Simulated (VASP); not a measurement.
Write the native input for VASP 6.6.1 that does the following.

| Item | Value |
| --- | --- |
| Task | single point |
| Functional | PBE |
| Potentials or basis | VASP PAW PBE potentials, release 64 (Cd, S) |
| Cutoff | 520 eV |
| k mesh | 8 × 8 × 8 |
| Occupations | fermi-dirac, width 0.02 eV |
| Spin | no spin polarisation |
| Dipole correction | no |
| Further INCAR settings | ALGO = Normal; EDIFF = 1e-07; NBANDS = 16 |

The structure of CdS lies in POSCAR:

```
CdS
1.0
    0.0000000000      2.7267765431      2.7267765431
    2.8181235573      0.0000000000      2.7267765431
    2.8181235573      2.7267765431      0.0000000000
Cd S
1 1
Direct
    0.0000000000      0.0000000000      0.0000000000
    0.5000000000      0.5000000000      0.5000000000
```

This cell differs from its parent crystal: uniaxial x strain +3.4%.

The input as run:

INCAR

```
  PREC = Accurate
  ENCUT = 520
  EDIFF = 1E-7
  ISMEAR = -1
  SIGMA = 0.02
  LREAL = False
  LASPH = True
  NELM = 100
  ALGO = Normal
  ISIF = 2
  LWAVE = False
  LCHARG = False
  GGA = PE
  NBANDS = 16
```

KPOINTS

```
Automatic mesh
0
Gamma
  8 8 8
```

Potentials or basis: VASP PAW PBE potentials, release 64 (Cd, S).

The run is started by

```bash
$ cat potpaw_PBE.64/Cd/POTCAR potpaw_PBE.64/S/POTCAR > POTCAR
$ mpirun -np 1 vasp_std > vasp.out
```

Results of the run:

The pressure is -0.2 GPa. The band gap on the k mesh is 0.13 eV (least direct gap 1.40 eV).

Caveat: the cell differs from its parent crystal (uniaxial x strain +3.4%).

Run time: 57 s on 1 thread of Intel Xeon 8259CL (shared host), peak memory 0.19 GiB.
